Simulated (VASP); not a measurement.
# BaTiO3 (P4mm) in VASP: single point with PBE+U

Aim: the single point of BaTiO3 with PBE+U.

All numbers are computed with VASP 6.6.1; they aren't measurements. Logs are shortened: lines on timing, memory, paths and dates and some standing lists are left out, and cuts for length are marked.

## Step 1: The cell of the first run

It takes space group P4mm (No. 99, tetragonal). The conventional cell has a = 4.015 Å, b = 4.015 Å, c = 4.165 Å, α = 90.00°, β = 90.00°, γ = 90.00°. Ba (site symmetry 4mm) has 12 O at 2.82 to 2.97 Å and 8 Ti at 3.49 to 3.56 Å within 3.7 Å. Ti (site symmetry 4mm) has 6 O at 1.84 to 2.32 Å within 2.4 Å. Within 2.7 Å of O (site symmetry 2mm) lie 2 Ti at 2.01 Å. Within 2.4 Å of O (site symmetry 4mm) lie 2 Ti at 1.84 to 2.32 Å.

## Step 2: Single point, PBE+U

Contents of INCAR:

```
SYSTEM = BaTiO3
  PREC = Accurate
  ENCUT = 520
  EDIFF = 1E-7
  ISMEAR = 0
  SIGMA = 0.02
  LREAL = .FALSE.
  LASPH = .TRUE.
  NELM = 150
  ALGO = Normal
  ISIF = 2
  LWAVE = .FALSE.
  LCHARG = .FALSE.
  LMAXMIX = 4
  LDAU = .TRUE.
  LDAUTYPE = 2
  LDAUL = -1 2 -1
  LDAUU = 0 4 0
  LDAUJ = 0 0 0
  LDAUPRINT = 1
  GGA = PE
  NBANDS = 28
```

Contents of KPOINTS:

```
Automatic mesh
0
G
  8 8 8
  0 0 0
```

Contents of POSCAR:

```
BaTiO3
1.0
    4.0148827726      0.0000000000      0.0000000000
    0.0000000000      4.0148827726      0.0000000000
    0.0000000000      0.0000000000      4.1653628927
Ba Ti O
1 1 3
Direct
    0.5000000000      0.5000000000      0.5878190476
    0.0000000000      0.0000000000      0.1025579099
    0.0000000000      0.5000000000      0.0621182336
    0.5000000000      0.0000000000      0.0621182336
    0.0000000000      0.0000000000      0.5453835654
```

Potentials or basis: VASP PAW PBE potentials, release 64 (Ba_sv, Ti_sv, O).

On the command line:

```console
$ cat potpaw_PBE.64/Ba_sv/POTCAR potpaw_PBE.64/Ti_sv/POTCAR potpaw_PBE.64/O/POTCAR > POTCAR
$ mpirun -np 1 vasp_std > vasp.out
```

OUTCAR:

```text
SYSTEM = BaTiO3
   PREC = Accurate
   ENCUT = 520
   EDIFF = 1E-7
   ISMEAR = 0
   LREAL = .FALSE.
   LASPH = .TRUE.
   NELM = 150
   ISIF = 2
   GGA = PE

 ion  position               nearest neighbor table
   1  0.500  0.500  0.588-   3 2.82   4 2.82   4 2.82   3 2.82   5 2.84   5 2.84   5 2.84   5 2.84
                             3 2.97   4 2.97   3 2.97   4 2.97   2 3.49   2 3.49   2 3.49   2 3.49
   2  0.000  0.000  0.103-   5 1.84   4 2.01   3 2.01   3 2.01   4 2.01   5 2.32   1 3.49   1 3.49
                             1 3.49   1 3.49   1 3.56   1 3.56   1 3.56   1 3.56
   3  0.000  0.500  0.062-   2 2.01   2 2.01   1 2.82   1 2.82   1 2.97   1 2.97
   4  0.500  0.000  0.062-   2 2.01   2 2.01   1 2.82   1 2.82   1 2.97   1 2.97
   5  0.000  0.000  0.545-   2 1.84   2 2.32   1 2.84   1 2.84   1 2.84   1 2.84

  LATTYP: Found a simple tetragonal cell.
 ALAT       =     4.0148827726
 C/A-ratio  =     1.0374805763

  Lattice vectors:

 A1 = (   4.0148827726,   0.0000000000,   0.0000000000)
 A2 = (   0.0000000000,   4.0148827726,   0.0000000000)
 A3 = (   0.0000000000,   0.0000000000,   4.1653628927)

Analysis of symmetry for initial positions (statically):
=====================================================================
 Subroutine PRICEL returns:
 Original cell was already a primitive cell.

 Routine SETGRP: Setting up the symmetry group for a
 simple tetragonal supercell.

 Subroutine GETGRP returns: Found  8 space group operations
 (whereof  8 operations were pure point group operations)
 out of a pool of 16 trial point group operations.

The static configuration has the point symmetry C_4v.

Analysis of symmetry for dynamics (positions and initial velocities):
=====================================================================
 Subroutine PRICEL returns:
 Original cell was already a primitive cell.

 Routine SETGRP: Setting up the symmetry group for a
 simple tetragonal supercell.

 Subroutine GETGRP returns: Found  8 space group operations
 (whereof  8 operations were pure point group operations)
 out of a pool of 16 trial point group operations.

The dynamic configuration has the point symmetry C_4v.

[... 153 lines left out ...]
  0.1004  0.0000  0.0000 -0.0000 -0.0000
  0.0000  0.1136 -0.0000 -0.0000  0.0000
  0.0000 -0.0000  0.2476 -0.0000 -0.0000
 -0.0000 -0.0000 -0.0000  0.1136 -0.0000
 -0.0000  0.0000 -0.0000 -0.0000  0.2297

spin component  2

  0.1004  0.0000  0.0000 -0.0000 -0.0000
  0.0000  0.1136 -0.0000 -0.0000  0.0000
  0.0000 -0.0000  0.2476 -0.0000 -0.0000
 -0.0000 -0.0000 -0.0000  0.1136 -0.0000
 -0.0000  0.0000 -0.0000 -0.0000  0.2297

 occupancies and eigenvectors

  o =  0.1004  v =  1.0000  0.0000  0.0000  0.0000  0.0000  0.0000  0.0000  0.0000  0.0000  0.0000      0.0000  0.0000  0.0000  0.0000  0.0000  0.0000  0.0000  0.0000  0.0000  0.0000
  o =  0.1004  v =  0.0000  0.0000  0.0000  0.0000  0.0000  1.0000  0.0000  0.0000  0.0000  0.0000      0.0000  0.0000  0.0000  0.0000  0.0000  0.0000  0.0000  0.0000  0.0000  0.0000
  o =  0.1136  v =  0.0000  1.0000  0.0000  0.0013 -0.0000  0.0000  0.0000  0.0000  0.0000  0.0000      0.0000  0.0000  0.0000  0.0000  0.0000  0.0000  0.0000  0.0000  0.0000  0.0000
  o =  0.1136  v =  0.0000 -0.0013  0.0000  1.0000  0.0000  0.0000  0.0000  0.0000  0.0000  0.0000      0.0000  0.0000  0.0000  0.0000  0.0000  0.0000  0.0000  0.0000  0.0000  0.0000
  o =  0.1136  v =  0.0000  0.0000  0.0000  0.0000  0.0000  0.0000  1.0000  0.0000  0.0013 -0.0000      0.0000  0.0000  0.0000  0.0000  0.0000  0.0000  0.0000  0.0000  0.0000  0.0000
  o =  0.1136  v =  0.0000  0.0000  0.0000  0.0000  0.0000  0.0000 -0.0013  0.0000  1.0000  0.0000      0.0000  0.0000  0.0000  0.0000  0.0000  0.0000  0.0000  0.0000  0.0000  0.0000
  o =  0.2297  v =  0.0000  0.0000  0.0000  0.0000  0.0000  0.0000 -0.0000 -0.0000  0.0000 -1.0000      0.0000  0.0000  0.0000  0.0000  0.0000  0.0000  0.0000  0.0000  0.0000  0.0000
  o =  0.2297  v =  0.0000 -0.0000 -0.0000  0.0000 -1.0000  0.0000  0.0000  0.0000  0.0000  0.0000      0.0000  0.0000  0.0000  0.0000  0.0000  0.0000  0.0000  0.0000  0.0000  0.0000
  o =  0.2476  v =  0.0000  0.0000  0.0000  0.0000  0.0000  0.0000  0.0000 -1.0000  0.0000  0.0000      0.0000  0.0000  0.0000  0.0000  0.0000  0.0000  0.0000  0.0000  0.0000  0.0000
  o =  0.2476  v =  0.0000  0.0000 -1.0000  0.0000  0.0000  0.0000  0.0000  0.0000  0.0000  0.0000      0.0000  0.0000  0.0000  0.0000  0.0000  0.0000  0.0000  0.0000  0.0000  0.0000

 number of electron      39.9999982 magnetization

 Free energy of the ion-electron system (eV)
  ---------------------------------------------------
  ext. energy  EPLUGINS =         0.00000000
  ---------------------------------------------------
  free energy    TOTEN  =       -37.30917480 eV

  energy without entropy =      -37.30917480  energy(sigma->0) =      -37.30917480

 E-fermi :   3.9718     XC(G=0): -11.0082

 val. band max:        3.7682177783   @ k =   0.5000   0.5000   0.5000
 cond. band min:       6.0018098778   @ k =   0.0000   0.0000   0.0000
 fundamental gap:      2.2335920995
 Fermi energy:         3.9718387491

 k-point     1 :       0.0000    0.0000    0.0000
  band No.  band energies     occupation
      1     -54.0328      2.00000
      2     -30.2662      2.00000
      3     -30.1780      2.00000
      4     -30.1780      2.00000
      5     -21.3547      2.00000
      6     -13.2246      2.00000
[... 733 lines left out ...]
     27      11.3149      0.00000
     28      12.1125      0.00000

 [... further k-points ...]
[... 5 lines left out ...]
  --------------------------------------------------------------------------------------
  -------------------------------------------------------------------------------------
  Total        0.9033406      0.9033406      1.1841930      0.0000000      0.0000000      0.0000000
  in kB       21.5557689     21.5557689     28.2575496      0.0000000      0.0000000      0.0000000
  external PRESSURE =      23.7896958 kB  Pullay stress =       0.0000000 kB

 VOLUME and BASIS-vectors are now :
 -----------------------------------------------------------------------------
  energy-cutoff  :      520.00
  volume of cell :       67.14
      direct lattice vectors                 reciprocal lattice vectors
     4.014882773  0.000000000  0.000000000     0.249073275  0.000000000  0.000000000
     0.000000000  4.014882773  0.000000000     0.000000000  0.249073275  0.000000000
     0.000000000  0.000000000  4.165362893     0.000000000  0.000000000  0.240075121

 POSITION                                       TOTAL-FORCE (eV/Angst)
 -----------------------------------------------------------------------------------
      2.00744      2.00744      2.44848        -0.000000     -0.000000     -0.048613
      0.00000      0.00000      0.42719         0.000000      0.000000     -0.599125
      0.00000      2.00744      0.25874        -0.000000     -0.000000      0.018184
      2.00744      0.00000      0.25874        -0.000000      0.000000      0.018184
      0.00000      0.00000      2.27172        -0.000000      0.000000      0.611370
 -----------------------------------------------------------------------------------
    total drift:                               -0.000000     -0.000000      0.000027

  FREE ENERGIE OF THE ION-ELECTRON SYSTEM (eV)
  ---------------------------------------------------
  free  energy   TOTEN  =       -37.3091748021 eV

  energy  without entropy=      -37.3091748021  energy(sigma->0) =      -37.30917480
```

OSZICAR:

```text
N       E                     dE             d eps       ncg     rms          rms(c)
DAV:   1     0.428911556149E+03    0.42891E+03   -0.19337E+04  4200   0.150E+03
[... 11 lines left out ...]
DAV:  13    -0.373092220984E+02    0.50010E-04   -0.19711E-03  5740   0.296E-01    0.639E-02
DAV:  14    -0.373091953542E+02    0.26744E-04   -0.12956E-04  4880   0.811E-02    0.376E-02
DAV:  15    -0.373091869542E+02    0.84000E-05   -0.12893E-05  5360   0.192E-02    0.284E-02
DAV:  16    -0.373091747978E+02    0.12156E-04   -0.57931E-05  5712   0.451E-02    0.639E-03
DAV:  17    -0.373091754165E+02   -0.61872E-06   -0.72520E-06  4772   0.279E-02    0.102E-02
DAV:  18    -0.373091748579E+02    0.55860E-06   -0.15533E-06  5192   0.122E-02    0.400E-03
DAV:  19    -0.373091748021E+02    0.55827E-07   -0.19526E-07  4284   0.315E-03
   1 F= -.37309175E+02 E0= -.37309175E+02  d E =-.212303E-49
```

Run time: 2.9 min. Hardware: 1 thread of AMD EPYC 7R13, shared host; peak memory 0.25 GiB.

What came out:

```yaml
Free_energy: -37.3092 eV
Pressure: 2.4 GPa
Largest_force: 0.611 eV/Å
Band_gap_on_the_k_mesh: 2.23 eV (least direct gap 2.75 eV)
```

Forces in eV/Å, atoms in the order of the input:
```
Ba   0.000  0.000 -0.049
Ti   0.000  0.000 -0.599
O    0.000  0.000  0.018
O    0.000  0.000  0.018
O    0.000  0.000  0.611
```

Stress tensor (GPa, compression positive):
```
2.16 0.00 0.00
0.00 2.16 0.00
0.00 0.00 2.83
```

Eigenvalues of the final occupation matrices:
```csv
site,spin,trace,eigenvalues
site 2 d,1,0.80,0.10 0.11 0.11 0.23 0.25
site 2 d,2,0.80,0.10 0.11 0.11 0.23 0.25
```

Caveat: spin-orbit coupling is left out, which moves the levels of the heavy elements.
